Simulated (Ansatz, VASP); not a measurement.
## Ti4C3: VASP beside Ansatz

```xyz
7
Lattice="2.7094 1.5643 4.4453 -2.7094 1.5643 4.4453 0.0000 -3.1285 4.4453" Properties=species:S:1:pos:R:3 pbc="T T T"
Ti    0.0000    0.0000    6.6679
Ti    0.0000   -1.5643    2.2226
Ti    1.3547    0.7821    2.2226
Ti   -1.3547    0.7821    2.2226
C     0.0000    1.5643    4.4453
C    -1.3547   -0.7821    4.4453
C     1.3547   -0.7821    4.4453
```

Alike in both runs: task relaxation of cell and atoms; functional PBE; k mesh 4 × 4 × 4; occupations gaussian, width 0.2 eV; no spin polarisation.

```csv
,VASP,Ansatz
version,VASP 6.6.1,Ansatz 0.2.0
potentials or method,"VASP PAW PBE potentials, release 64 (Ti_sv, C), cutoff 600 eV","scalar-relativistic, plane waves, PAW"
valence electrons in the cell,60,60
```

VASP gave:

| Quantity | Value |
| --- | --- |
| gap on the k mesh at the Fermi level, each at its own relaxed structure (eV) | none |
| relaxed volume (Å³/atom) | 11.42 |
| relaxed length of the cell vector where the two differ most in proportion (Å) | 4.307 |

Which values does Ansatz return?

gap on the k mesh at the Fermi level, each at its own relaxed structure (eV): none; relaxed volume (Å³/atom): 11.43; relaxed length of the cell vector where the two differ most in proportion (Å): 4.309.

A gap of «none» marks a metal or a gap that the smearing closes.

Noted on VASP's run: the volume moved by over 15 % at a fixed basis, so the end points are rough.
